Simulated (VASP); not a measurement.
Set up this calculation in VASP 6.6.1, as the native input.

* Task: single point
* Functional: r2SCAN
* Potentials or basis: VASP PAW PBE potentials, release 64 (Ag, S)
* Cutoff: 520 eV
* k mesh: 4 × 4 × 4
* Occupations: methfessel-paxton, width 0.0413 eV
* Spin: no spin polarisation
* Hubbard terms: Ag d U = 1.0 eV
* Dipole correction: no
* Further INCAR settings: ALGO = Normal; EDIFF = 1e-06; NBANDS = 44

The system is AgS.

```
Ag S
1.0
    -3.61887    3.61887    3.16058
     3.61887   -3.61887    3.16058
     3.61887    3.61887   -3.16058
Ag S
4 4
Cartesian
  0.0000 3.6189 1.5803
  3.6189 0.0000 1.5803
  0.0000 0.0000 1.5803
  0.0000 0.0000 4.7409
  1.2956 4.9144 0.0000
  2.3233 1.2956 0.0000
  2.3233 -1.2956 3.1606
  1.2956 2.3233 3.1606
```

These files were run (other wordings do the same):

POSCAR

```
AgS
1.0
   -3.6188690000      3.6188690000      3.1605840000
    3.6188690000     -3.6188690000      3.1605840000
    3.6188690000      3.6188690000     -3.1605840000
Ag S
4 4
Direct
    0.7500000000      0.2500000000      0.5000000000
    0.2500000000      0.7500000000      0.5000000000
    0.2500000000      0.2500000000      0.0000000000
    0.7500000000      0.7500000000      0.0000000000
    0.6790000000      0.1790000000      0.8580000000
    0.1790000000      0.3210000000      0.5000000000
    0.3210000000      0.8210000000      0.1420000000
    0.8210000000      0.6790000000      0.5000000000
```

INCAR.step1

```
  PREC = Accurate
  ENCUT = 520
  ISMEAR = 1
  SIGMA = 0.0413
  LREAL = F
  LASPH = T
  NELM = 150
  LMAXMIX = 4
  LDAU = T
  LDAUTYPE = 2
  LDAUL = 2 -1
  LDAUU = 1 0
  LDAUJ = 0 0
  NBANDS = 44
  GGA = PE
  ALGO = Normal
  EDIFF = 1E-4
  LWAVE = T
  LCHARG = F
```

INCAR.step2

```
  PREC = Accurate
  ENCUT = 520
  EDIFF = 1E-6
  ISMEAR = 1
  SIGMA = 0.0413
  LREAL = F
  LASPH = T
  NELM = 150
  ALGO = Normal
  ISIF = 2
  LWAVE = F
  LCHARG = F
  LMAXMIX = 4
  LDAU = T
  LDAUTYPE = 2
  LDAUL = 2 -1
  LDAUU = 1 0
  LDAUJ = 0 0
  LDAUPRINT = 1
  METAGGA = R2SCAN
  LMIXTAU = T
  NBANDS = 44
  ISTART = 1
```

KPOINTS

```
Automatic mesh
0
Gamma
  4 4 4
```

Potentials or basis: VASP PAW PBE potentials, release 64 (Ag, S).

Launch:

```bash
$ cat potpaw_PBE.64/Ag/POTCAR potpaw_PBE.64/S/POTCAR > POTCAR
$ cp INCAR.step1 INCAR
$ mpirun -np 1 vasp_std > vasp.out
$ cp INCAR.step2 INCAR
$ mpirun -np 1 vasp_std > vasp.out
```

Results of the run:

| Item | Value |
| --- | --- |
| Pressure | -2.0 GPa |
| Largest force | 0.444 eV/Å |
| Band gap on the k mesh | zero (bands 34 and 35 overlap by 0.15 eV) |

Caveat: the PAW data sets were made with another functional, which shifts forces and pressure a little; U without spin polarisation on a metal has little footing.

It took 5.7 min on 1 thread of Intel(R) Xeon(R) Platinum 8259CL CPU @ 2.50GHz (Skylake/Cascade Lake), on a shared host, peak memory 0.39 GiB.
